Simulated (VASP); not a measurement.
# NbC2 (Pn-3m) in VASP: notebook, part 2 of 2

VASP 6.6.1. Earlier steps stand in the parts before.

### 3 Single point, PBE

This run uses another cell than the first one, of 16.96 Å³/atom.

INCAR reads:

```
SYSTEM = NbC2
PREC = Accurate ; ENCUT = 520
EDIFF = 1E-6 ; ISMEAR = 0
SIGMA = 0.1 ; LREAL = .False.
LASPH = .True. ; NELM = 80
ALGO = Normal ; ISIF = 2
LWAVE = .False. ; LCHARG = .False.
GGA = PE ; NBANDS = 30
```

KPOINTS reads:

```
regular mesh
0
Gamma
  4 4 4
  0 0 0
```

POSCAR reads:

```
NbC2
1.0
    4.6683757876      0.0000000000      0.0000000000
    0.0000000000      4.6683757876      0.0000000000
    0.0000000000      0.0000000000      4.6683757876
Nb C
2 4
Direct
    0.0000000000      0.0000000000      0.0000000000
    0.5000000000      0.5000000000      0.5000000000
    0.7500000000      0.7500000000      0.7500000000
    0.2500000000      0.2500000000      0.7500000000
    0.2500000000      0.7500000000      0.2500000000
    0.7500000000      0.2500000000      0.2500000000
```

Potentials or basis: VASP PAW PBE potentials, release 64 (Nb_sv, C).

Started as:

```sh
> cat potpaw_PBE.64/Nb_sv/POTCAR potpaw_PBE.64/C/POTCAR > POTCAR
> mpirun -np 1 vasp_std > vasp.out
```

OUTCAR:

```text
SYSTEM = NbC2
   PREC = Accurate
   ENCUT = 520
   EDIFF = 1E-6
   ISMEAR = 0
   LREAL = .False.
   LASPH = .True.
   NELM = 80
   ISIF = 2
   GGA = PE

 ion  position               nearest neighbor table
   1  0.000  0.000  0.000-   3 2.02   4 2.02   5 2.02   6 2.02
   2  0.500  0.500  0.500-   3 2.02   4 2.02   5 2.02   6 2.02
   3  0.750  0.750  0.750-   1 2.02   2 2.02
   4  0.250  0.250  0.750-   1 2.02   2 2.02
   5  0.250  0.750  0.250-   1 2.02   2 2.02
   6  0.750  0.250  0.250-   1 2.02   2 2.02

  LATTYP: Found a simple cubic cell.
 ALAT       =     4.6683757876

  Lattice vectors:

 A1 = (   4.6683757876,   0.0000000000,   0.0000000000)
 A2 = (   0.0000000000,   4.6683757876,   0.0000000000)
 A3 = (   0.0000000000,   0.0000000000,   4.6683757876)

Analysis of symmetry for initial positions (statically):
=====================================================================
 Subroutine PRICEL returns:
 Original cell was already a primitive cell.

 Routine SETGRP: Setting up the symmetry group for a
 simple cubic supercell.

 Subroutine GETGRP returns: Found 48 space group operations
 (whereof 24 operations were pure point group operations)
 out of a pool of 48 trial point group operations.

The static configuration has the point symmetry T_d .
 The point group associated with its full space group is O_h .

Analysis of symmetry for dynamics (positions and initial velocities):
=====================================================================
 Subroutine PRICEL returns:
 Original cell was already a primitive cell.

 Routine SETGRP: Setting up the symmetry group for a
 simple cubic supercell.

 Subroutine GETGRP returns: Found 48 space group operations
 (whereof 24 operations were pure point group operations)
 out of a pool of 48 trial point group operations.

The dynamic configuration has the point symmetry T_d .
 The point group associated with its full space group is O_h .

 Subroutine INISYM returns: Found 48 space group operations
 (whereof 24 operations are pure point group operations),
 and found     1 'primitive' translations

----------------------------------------------------------------------------------------

                                     Primitive cell

  volume of cell :     101.7413

  direct lattice vectors                    reciprocal lattice vectors
     4.668375788  0.000000000  0.000000000     0.214207263  0.000000000  0.000000000
     0.000000000  4.668375788  0.000000000     0.000000000  0.214207263  0.000000000
     0.000000000  0.000000000  4.668375788     0.000000000  0.000000000  0.214207263

  length of vectors
     4.668375788  4.668375788  4.668375788     0.214207263  0.214207263  0.214207263

  position of ions in fractional coordinates (direct lattice)
     0.000000000  0.000000000  0.000000000
     0.500000000  0.500000000  0.500000000
     0.750000000  0.750000000  0.750000000
     0.250000000  0.250000000  0.750000000
     0.250000000  0.750000000  0.250000000
     0.750000000  0.250000000  0.250000000

  ion indices of the primitive-cell ions
   primitive index   ion index
                 1           1
                 2           2
                 3           3
                 4           4
                 5           5
[... 31 lines left out ...]
  0.250000  0.000000  0.000000      6.000000
  0.500000  0.000000  0.000000      3.000000
  0.250000  0.250000  0.000000     12.000000
  0.500000  0.250000  0.000000     12.000000
  0.500000  0.500000  0.000000      3.000000
  0.250000  0.250000  0.250000      8.000000
  0.500000  0.250000  0.250000     12.000000
  0.500000  0.500000  0.250000      6.000000
  0.500000  0.500000  0.500000      1.000000
   k-points           NKPTS =     10   k-points in BZ     NKDIM =     10   number of bands    NBANDS=     30
   number of dos      NEDOS =    301   number of ions     NIONS =      6
   total plane-waves  NPLWV =  46656
   dimension x,y,z NGX =    36 NGY =   36 NGZ =   36
   dimension x,y,z NGXF=    72 NGYF=   72 NGZF=   72
   ions per type =               2   4
   NGX,Y,Z   is equivalent  to a cutoff of  12.82, 12.82, 12.82 a.u.
   NGXF,Y,Z  is equivalent  to a cutoff of  25.64, 25.64, 25.64 a.u.
 SYSTEM =  NbC2
   PREC   = accura    normal or accurate (medium, high low for compatibility)
   ISTART =      0    job   : 0-new  1-cont  2-samecut
   ICHARG =      2    charge: 1-file 2-atom 10-const
   ISPIN  =      1    spin polarized calculation?
   LNONCOLLINEAR =      F non collinear calculations
   LSORBIT =      F    spin-orbit coupling
   LASPH  =      T    aspherical Exc in radial PAW
   ENCUT  =  520.0 eV  38.22 Ry    6.18 a.u.   8.68  8.68  8.68*2*pi/ulx,y,z
   NELM   =     80;   NELMIN=  2; NELMDL= -5     # of ELM steps
   EDIFF  = 0.1E-05   stopping-criterion for ELM
   LREAL  =      F    real-space projection
   EDIFFG = 0.1E-04   stopping-criterion for IOM
   NSW    =      0    number of steps for IOM
   IBRION =     -1    ionic relax: 0-MD 1-quasi-New 2-CG
   NFREE  =      0    steps in history (QN), initial steepest desc. (CG)
   ISIF   =      2    stress and relaxation
   ISYM   =      2    0-nonsym 1-usesym 2-fastsym
   POTIM  = 0.5000    time-step for ionic-motion
   TEBEG  =    0.0;   TEEND  =   0.0 temperature during run
   PSTRESS=    0.0 pullay stress
   NELECT =      42.0000    total number of electrons
   NUPDOWN=      -1.0000    fix difference up-down
   EMIN   =  10.00;   EMAX   =-10.00  energy-range for DOS
   EFERMI =   0.00;   METHOD = LEGACY
   ISMEAR =     0;   SIGMA  =   0.10  broadening in eV -4-tet -1-fermi 0-gaus
   EFERMI_NEDOS =   21; number of points for ismear=-14 and -15
   IALGO  =     38    algorithm
   IMIX   =      4    mixing-type and parameters
     AMIX     =   0.40;   BMIX     =  1.00
     AMIX_MAG =   1.60;   BMIX_MAG =  1.00
  volume/ion in A,a.u.               =      16.96       114.43
  Fermi-wavevector in a.u.,A,eV,Ry     =   1.218967  2.303515 20.216648  1.485882
  Thomas-Fermi vector in A             =   2.354236
   LORBIT       =      0    0 simple, 1 ext, 2 COOP (PROOUT), +10 PAW based schemes
   GGA     = PE    functional components
   LHFCALC =     F    Hartree Fock is set to
   AEXX    =    0.0000 exact exchange contribution
   IVDW    =     0    specifies the selected vdW correction
   LEPSILON=     F    determine dielectric tensor
   LRPA    =     F    only Hartree local field effects (RPA)
 non-spin polarized calculation
 Gauss-broadening in eV      SIGMA  =   0.10
  energy-cutoff  :      520.00
  volume of cell :      101.74
 maximum number of plane-waves:      2800
 NGX is ok and might be reduce to    36
   NGX = 17   NGY = 17   NGZ = 17

 number of electron      41.9999999 magnetization

 Free energy of the ion-electron system (eV)
  ---------------------------------------------------
  ext. energy  EPLUGINS =         0.00000000
  ---------------------------------------------------
  free energy    TOTEN  =       -46.11898783 eV

  energy without entropy =      -46.08820615  energy(sigma->0) =      -46.10359699

 E-fermi :   3.6019     XC(G=0):  -9.8048

 val. band max:        3.5382449179   @ k =   0.2500   0.2500   0.0000
 cond. band min:       3.9103802145   @ k =   0.2500   0.0000   0.0000
 fundamental gap:      0.3721352966
 Fermi energy:         3.6018968495

 k-point     1 :       0.0000    0.0000    0.0000
  band No.  band energies     occupation
      1     -50.3087      2.00000
      2     -50.3058      2.00000
      3     -26.5284      2.00000
      4     -26.5284      2.00000
      5     -26.5284      2.00000
      6     -26.4952      2.00000
[... 319 lines left out ...]
     29       7.4655      0.00000
     30      10.5416      0.00000

------------------------ aborting loop because EDIFF is reached ----------------------------------------

  FORCE on cell =-STRESS in cart. coord.  units (eV):
  Direction    XX          YY          ZZ          XY          YZ          ZX
  --------------------------------------------------------------------------------------
  -------------------------------------------------------------------------------------
  Total       -0.0599143     -0.0599143     -0.0599143     -0.0000000     -0.0000000      0.0000000
  in kB       -0.9435043     -0.9435043     -0.9435043     -0.0000000     -0.0000000      0.0000000
  external PRESSURE =      -0.9435043 kB  Pullay stress =       0.0000000 kB

 VOLUME and BASIS-vectors are now :
 -----------------------------------------------------------------------------
  energy-cutoff  :      520.00
  volume of cell :      101.74
      direct lattice vectors                 reciprocal lattice vectors
     4.668375788  0.000000000  0.000000000     0.214207263  0.000000000  0.000000000
     0.000000000  4.668375788  0.000000000     0.000000000  0.214207263  0.000000000
     0.000000000  0.000000000  4.668375788     0.000000000  0.000000000  0.214207263

 POSITION                                       TOTAL-FORCE (eV/Angst)
 -----------------------------------------------------------------------------------
      0.00000      0.00000      0.00000         0.000000     -0.000000      0.000000
      2.33419      2.33419      2.33419        -0.000000      0.000000      0.000000
      3.50128      3.50128      3.50128         0.000000     -0.000000      0.000000
      1.16709      1.16709      3.50128         0.000000     -0.000000     -0.000000
      1.16709      3.50128      1.16709        -0.000000      0.000000     -0.000000
      3.50128      1.16709      1.16709         0.000000      0.000000     -0.000000
 -----------------------------------------------------------------------------------
    total drift:                                0.000000      0.000000      0.000000

  FREE ENERGIE OF THE ION-ELECTRON SYSTEM (eV)
  ---------------------------------------------------
  free  energy   TOTEN  =       -46.1189878259 eV

  energy  without entropy=      -46.0882061513  energy(sigma->0) =      -46.10359699
```

OSZICAR:

```text
N       E                     dE             d eps       ncg     rms          rms(c)
DAV:   1     0.361037099543E+03    0.36104E+03   -0.21858E+04   600   0.134E+03
DAV:   2    -0.180690936828E+02   -0.37911E+03   -0.36700E+03   776   0.452E+02
DAV:   3    -0.484363034465E+02   -0.30367E+02   -0.29726E+02   992   0.103E+02
DAV:   4    -0.514201058570E+02   -0.29838E+01   -0.29639E+01   992   0.275E+01
DAV:   5    -0.514847263282E+02   -0.64620E-01   -0.64581E-01   944   0.373E+00    0.188E+01
DAV:   6    -0.464378139995E+02    0.50469E+01   -0.30632E+01   890   0.287E+01    0.628E+00
DAV:   7    -0.461515548958E+02    0.28626E+00   -0.29495E+00  1002   0.106E+01    0.485E+00
DAV:   8    -0.461143788839E+02    0.37176E-01   -0.35805E-01   784   0.363E+00    0.577E-01
DAV:   9    -0.461181306729E+02   -0.37518E-02   -0.34109E-02  1064   0.114E+00    0.453E-01
DAV:  10    -0.461185070051E+02   -0.37633E-03   -0.11724E-03   892   0.216E-01    0.316E-01
DAV:  11    -0.461189904028E+02   -0.48340E-03   -0.15268E-03   856   0.338E-01    0.690E-02
DAV:  12    -0.461189939088E+02   -0.35060E-05   -0.57668E-05   946   0.526E-02    0.319E-02
DAV:  13    -0.461189898046E+02    0.41042E-05   -0.65565E-06   850   0.193E-02    0.134E-02
DAV:  14    -0.461189878905E+02    0.19141E-05   -0.15278E-06   542   0.103E-02    0.238E-03
DAV:  15    -0.461189878259E+02    0.64626E-07   -0.38681E-07   468   0.556E-03
   1 F= -.46118988E+02 E0= -.46103597E+02  d E =-.307817E-01
```

stdout:

```text
POSCAR found type information on POSCAR NbC
 POSCAR found :  2 types and       6 ions
 scaLAPACK will be used
 LDA part: xc-table for (Slater+PW92), standard interpolation
 POSCAR, INCAR and KPOINTS ok, starting setup
 FFT: planning ... GRIDC
 FFT: planning ... GRID_SOFT
 FFT: planning ... GRID
 WAVECAR not read
 entering main loop
```

Wall time 34 s (1 thread of AMD EPYC 7R43 (Zen 3), shared host); peak memory 0.16 GiB.

Results:

```yaml
Free_energy: -46.1190 eV
Pressure: -0.1 GPa
Band_gap_on_the_k_mesh: zero (bands 21 and 22 overlap by 1.02 eV)
```

### 4 Relaxation of cell and atoms, PBE

INCAR reads:

```
PREC = Accurate
ENCUT = 600
EDIFF = 1E-6
ISMEAR = 0
SIGMA = 0.1
LREAL = False
LASPH = True
NELM = 100
ALGO = Normal
ISIF = 3
LWAVE = False
LCHARG = False
GGA = PE
IBRION = 2
NSW = 90
EDIFFG = -0.04
```

KPOINTS reads:

```
regular mesh
0
Gamma
  4 4 4
```

POSCAR: that of step 3 with these lines changed.

```diff
@@ -2,5 +2,5 @@
 1.0
-    4.6683757876      0.0000000000      0.0000000000
-    0.0000000000      4.6683757876      0.0000000000
-    0.0000000000      0.0000000000      4.6683757876
+    4.6059624700      0.0000000000      0.0000000000
+    0.0000000000      4.6059624700      0.0000000000
+    0.0000000000      0.0000000000      4.6059624700
 Nb C
```

Started as:

```sh
> cat potpaw_PBE.64/Nb_sv/POTCAR potpaw_PBE.64/C/POTCAR > POTCAR
> mpirun -np 1 vasp_std > vasp.out
```

Run time: 85 s. Hardware: 1 thread of AMD EPYC 7R43 (Zen 3), shared host; peak memory 0.21 GiB.

It converged, with:

```yaml
Free_energy: -46.1179 eV
Relaxed_volume: 16.94 Å³/atom
Relaxed_cell: a = 4.667 Å, b = 4.667 Å, c = 4.667 Å, α = 90.00°, β = 90.00°, γ = 90.00°
Space_group_after_relaxing_to_0.1_Å: Pn-3m (No. 224)
Energy_gained_by_relaxing: 10.0 meV/atom
Ionic_steps: 3
Pressure_after_relaxing: 0.0 GPa
Band_gap_on_the_k_mesh: zero (bands 21 and 22 overlap by 1.02 eV)
```

The path:
```tsv
step	energy change (eV)	largest force (eV/Å)	pressure (GPa)	volume (Å³)
1	0.0000	0.0000	5.06	97.71
2	-0.0159	0.0000	-3.90	105.18
3	-0.0603	0.0000	-0.02	101.65
```

Final structure:
```
Nb C
1.0
     4.66695    0.00000    0.00000
     0.00000    4.66695    0.00000
     0.00000    0.00000    4.66695
Nb C
2 4
Direct
  0.00000 0.00000 0.00000
  0.50000 0.50000 0.50000
  0.75000 0.75000 0.75000
  0.25000 0.25000 0.75000
  0.25000 0.75000 0.25000
  0.75000 0.25000 0.25000
```

Levels at points of the mesh, in eV from the Fermi level:
```
           k point  band 18  band 19  band 20  band 21  band 22  band 23  band 24  band 25
(0.00, 0.00, 0.00)    -1.82     0.64     0.64     0.64     1.58     1.58     1.58     1.58
(0.50, 0.00, 0.00)    -2.28    -1.29    -1.29     0.53     0.53     0.84     0.84     3.01
(0.50, 0.50, 0.00)    -2.07    -1.66    -1.66    -0.38    -0.38     0.47     0.47     2.95
(0.50, 0.50, 0.50)    -1.25    -1.25    -0.99    -0.99     1.64     1.64     1.64     1.74
```

### 5 Single point, PBE

This run uses another cell than the first one, of 16.96 Å³/atom.

INCAR reads:

```
SYSTEM = NbC2
  PREC = Accurate
  ENCUT = 520
  EDIFF = 1E-6
  ISMEAR = 0
  SIGMA = 0.1
  LREAL = .FALSE.
  LASPH = .TRUE.
  NELM = 60
  ALGO = Normal
  ISIF = 2
  LWAVE = .FALSE.
  LCHARG = .FALSE.
  GGA = PE
  NBANDS = 30
```

KPOINTS reads:

```
Automatic mesh
0
G
  8 8 8
  0 0 0
```

POSCAR: that of step 4 with these lines changed.

```diff
@@ -2,5 +2,5 @@
 1.0
-    4.6059624700      0.0000000000      0.0000000000
-    0.0000000000      4.6059624700      0.0000000000
-    0.0000000000      0.0000000000      4.6059624700
+    4.6683757876      0.0000000000      0.0000000000
+    0.0000000000      4.6683757876      0.0000000000
+    0.0000000000      0.0000000000      4.6683757876
 Nb C
```

Started as:

```sh
> cat potpaw_PBE.64/Nb_sv/POTCAR potpaw_PBE.64/C/POTCAR > POTCAR
> mpirun -np 1 vasp_std > vasp.out
```

Run time: 89 s. Hardware: 1 thread of AMD EPYC 7R43 (Zen 3), shared host; peak memory 0.2 GiB.

It converged, with:

| Item | Value |
| --- | --- |
| Free energy | -46.1688 eV |
| Pressure | -0.3 GPa |
| Band gap on the k mesh | zero (bands 21 and 22 overlap by 1.14 eV) |

Levels at points of the mesh, in eV from the Fermi level:
| k point | band 19 | band 20 | band 21 | band 22 | band 23 | band 24 |
| --- | --- | --- | --- | --- | --- | --- |
| (0.00, 0.00, 0.00) | 0.46 | 0.46 | 0.46 | 1.40 | 1.40 | 1.40 |
| (0.50, 0.00, 0.00) | -1.47 | -1.47 | 0.35 | 0.35 | 0.66 | 0.66 |
| (0.50, 0.50, 0.00) | -1.84 | -1.84 | -0.55 | -0.55 | 0.29 | 0.29 |
| (0.50, 0.50, 0.50) | -1.43 | -1.17 | -1.17 | 1.46 | 1.46 | 1.46 |

### 6 Single point, PBE, collinear spin

This run uses another cell than the first one, of 16.96 Å³/atom.

INCAR reads:

```
SYSTEM = NbC2
ALGO = Normal
EDIFF = 1E-6
ENCUT = 520
GGA = PE
ISIF = 2
ISMEAR = 0
ISPIN = 2
LASPH = .True.
LCHARG = .True.
LELF = .True.
LMAXMIX = 4
LORBIT = 11
LREAL = .False.
LVHAR = .True.
LWAVE = .False.
MAGMOM = 1 1 0 0 0 0
NBANDS = 34
NELM = 150
PREC = Accurate
SIGMA = 0.1
```

KPOINTS reads:

```
k-points
0
Gamma
  4 4 4
  0 0 0
```

POSCAR is that of step 5.

Potentials or basis: VASP PAW PBE potentials, release 64 (Nb_sv, C).

Started as:

```sh
> cat potpaw_PBE.64/Nb_sv/POTCAR potpaw_PBE.64/C/POTCAR > POTCAR
> mpirun -np 1 vasp_std > vasp.out
```

Run time: 68 s. Hardware: 1 thread of AMD EPYC 7R43 (Zen 3), shared host; peak memory 0.22 GiB.

It converged, with:

| Property | Result |
| --- | --- |
| Free energy | -46.1190 eV |
| Pressure | -0.1 GPa |
| Band gap on the k mesh | zero (filled and empty bands overlap) |
| Net moment | 0.00 μB per cell |
| Valence electrons inside the program's atomic spheres | Nb 10.88; C 2.28 |

Levels at points of the mesh, in eV from the Fermi level:
Spin up:
```
           k point  band 17  band 18  band 19  band 20  band 21  band 22  band 23  band 24  band 25  band 26
(0.00, 0.00, 0.00)    -2.32    -1.83     0.64     0.64     0.64     1.58     1.58     1.58     1.58     1.58
(0.50, 0.00, 0.00)    -2.28    -2.28    -1.29    -1.29     0.53     0.53     0.84     0.84     3.00     3.00
(0.50, 0.50, 0.00)    -2.07    -2.07    -1.66    -1.66    -0.38    -0.38     0.47     0.47     2.95     2.95
(0.50, 0.50, 0.50)    -1.25    -1.25    -1.25    -0.99    -0.99     1.64     1.64     1.64     1.73     1.73
```
Spin down:
```csv
k point,band 17,band 18,band 19,band 20,band 21,band 22,band 23,band 24,band 25,band 26
"(0.00, 0.00, 0.00)",-2.32,-1.83,0.64,0.64,0.64,1.58,1.58,1.58,1.58,1.58
"(0.50, 0.00, 0.00)",-2.28,-2.28,-1.29,-1.29,0.53,0.53,0.84,0.84,3.00,3.00
"(0.50, 0.50, 0.00)",-2.07,-2.07,-1.66,-1.66,-0.37,-0.37,0.47,0.47,2.95,2.95
"(0.50, 0.50, 0.50)",-1.25,-1.25,-1.25,-0.99,-0.99,1.64,1.64,1.64,1.73,1.73
```

### 7 The runs side by side

| task | spin | cell | k mesh | cutoff (eV) | gap on the mesh (eV) | pressure (GPa) |
| --- | --- | --- | --- | --- | --- | --- |
| single point | off | a = 4.606 Å, 6 atoms | 4 × 4 × 4 | 520 | none | 5.1 |
| single point | off | a = 4.668 Å, 6 atoms | 4 × 4 × 4 | 520 | none | -0.1 |
| relaxation of cell and atoms | off | relaxed from a = 4.606 Å, 6 atoms | 4 × 4 × 4 | 600 | none | 0.0 |
| single point | off | a = 4.668 Å, 6 atoms | 8 × 8 × 8 | 520 | none | -0.3 |
| single point | collinear | a = 4.668 Å, 6 atoms | 4 × 4 × 4 | 520 | none | -0.1 |

Alike in all rows: level PBE; potentials or basis VASP PAW PBE potentials, release 64 (Nb_sv, C); smearing gaussian 0.1 eV.

Caveats: the cell stands under pressure (at least some runs).

Total energies depend on the potentials used, so only differences within one code and one set of settings carry meaning.

The gap in the log of VASP goes by the Fermi energy; the results here count the filled bands.